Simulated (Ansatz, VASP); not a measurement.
## Two plane-wave programs on KGe2

INCAR

```
ALGO     = Normal         # electronic algorithm
EDIFF    = 1E-7           # SCF threshold, eV
EDIFFG   = -0.04          # ionic threshold
ENCUT    = 600            # plane-wave cutoff, eV
GGA      = PE             # functional
IBRION   = 2              # ionic algorithm
ISIF     = 3              # what is computed and relaxed
ISMEAR   = 0              # smearing method
IVDW     = 12             # dispersion correction
LASPH    = True           # aspherical terms in the spheres
LCHARG   = False          # write CHGCAR
LREAL    = False          # projectors in reciprocal space
LWAVE    = False          # write WAVECAR
NELM     = 100            # most SCF steps
NSW      = 90             # ionic steps
PREC     = Accurate       # precision mode
SIGMA    = 0.1            # smearing width, eV
```

File KPOINTS:

```
k-points
0
Gamma
  6 6 4
```

Contents of POSCAR:

```
KGe2
1.0
    2.0476907667     -3.9973258497      0.0000000000
    2.0476907667      3.9973258497      0.0000000000
    0.0000000000      0.0000000000      5.1964019507
K Ge
1 2
Direct
    0.0000000000      0.0000000000      0.0000000000
    0.6594633125      0.3405366875      0.5000000000
    0.3405366875      0.6594633125      0.5000000000
```

Input for Ansatz:

```yaml
crystal:
  lattice:
    - [2.0476907667, -3.9973258497, 0.0]
    - [2.0476907667, 3.9973258497, 0.0]
    - [0.0, 0.0, 5.1964019507]
  atoms:
    - { symbol: K, position: [0.0, 0.0, 0.0] }
    - { symbol: Ge, position: [0.6594633125, 0.3405366875, 0.5] }
    - { symbol: Ge, position: [0.3405366875, 0.6594633125, 0.5] }
basis:
  ecutwfc: 420
kpoints:
  mp_grid: { grid: [6, 6, 4] }
hamiltonian:
  xc: pbe
  dispersion: d3bj
scf:
  occupations: { method: gaussian, width: 0.1 }
  lower_state_search: "off"
output:
  forces: true
  stress: true
  eigenvalues: true
relax:
  adjacent_minimum: "off"
  f_tol: 0.04
  max_steps: 70
  cell: { stress_tol: 0.4 }
```

Alike in both runs: task relaxation of cell and atoms; functional PBE; dispersion D3(BJ); k mesh 6 × 6 × 4; occupations gaussian, width 0.1 eV; no spin polarisation.

|  | VASP | Ansatz |
| --- | --- | --- |
| version | VASP 6.6.1 | Ansatz 0.2.0 |
| potentials or method | VASP PAW PBE potentials, release 64 (K_sv, Ge_d), cutoff 600 eV | scalar-relativistic, plane waves, PAW |
| valence electrons in the cell | 37 | 37 |

|  | VASP | Ansatz | Ansatz less VASP |
| --- | --- | --- | --- |
| gap on the k mesh at the Fermi level, each at its own relaxed structure (eV) | none | none | - |
| relaxed volume (Å³/atom) | 28.17 | 28.25 | +0.076 |
| relaxed cell length with the largest relative difference (Å) | 4.426 | 4.429 | +0.0030 |

A gap of «none» marks a metal or a gap that the smearing closes.
